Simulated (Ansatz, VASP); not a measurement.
## Mo: VASP beside Ansatz

INCAR

```
SYSTEM = Mo
PREC = Accurate ; ENCUT = 500
EDIFF = 1E-6 ; ISMEAR = 0
SIGMA = 0.15 ; LREAL = .False.
LASPH = .True. ; NELM = 120
ALGO = Normal ; ISIF = 2
LWAVE = .False. ; LCHARG = .True.
GGA = PS ; LELF = .True.
LVHAR = .True. ; NBANDS = 13
GGA_COMPAT = .False.
```

Contents of KPOINTS:

```
Automatic mesh
0
Gamma
  22 22 22
  0 0 0
```

POSCAR

```
Mo
1.0
   -1.5945650000      1.5945650000      1.6181300000
    1.5945650000     -1.5945650000      1.6181300000
    1.5945650000      1.5945650000     -1.6181300000
Mo
1
Direct
    0.0000000000      0.0000000000      0.0000000000
```

Input for Ansatz:

```yaml
crystal:
  lattice:
    - [-1.594565, 1.594565, 1.61813]
    - [1.594565, -1.594565, 1.61813]
    - [1.594565, 1.594565, -1.61813]
  atoms:
    - { symbol: Mo, position: [0.0, 0.0, 0.0] }
basis:
  ecutwfc: 420
kpoints:
  mp_grid: { grid: [22, 22, 22] }
hamiltonian:
  xc: pbesol
scf:
  occupations: { method: gaussian, width: 0.15 }
output:
  forces: true
  stress: true
  eigenvalues: true
  write_density: true
  write_potential: true
  elf: true
  volumetric_format: npy
```

Change from the starting cell: strain +0.015 along x and y, +0.030 along z, atoms carried along.

Alike in both runs: task single point; functional PBEsol; k mesh 22 × 22 × 22; occupations gaussian, width 0.15 eV; no spin polarisation.

```csv
,VASP,Ansatz
version,VASP 6.6.1,Ansatz 0.2.0
potentials or method,"VASP PAW PBE potentials, release 64 (Mo_sv), cutoff 500 eV","scalar-relativistic, plane waves, PAW"
valence electrons in the cell,14,14
```

Ansatz gave:

```
gap on the k mesh at the Fermi level (eV)                     : none
pressure (GPa)                                                : -17.1
traceless stress, the component that is largest in VASP (GPa) : -2.61
```

Task: Which values does VASP return?

Result: gap on the k mesh at the Fermi level (eV): none; pressure (GPa): -16.7; traceless stress, the component that is largest in VASP (GPa): -2.61.

VASP's potentials were made for PBE, not for PBEsol. A gap of «none» marks a metal or a gap that the smearing closes.
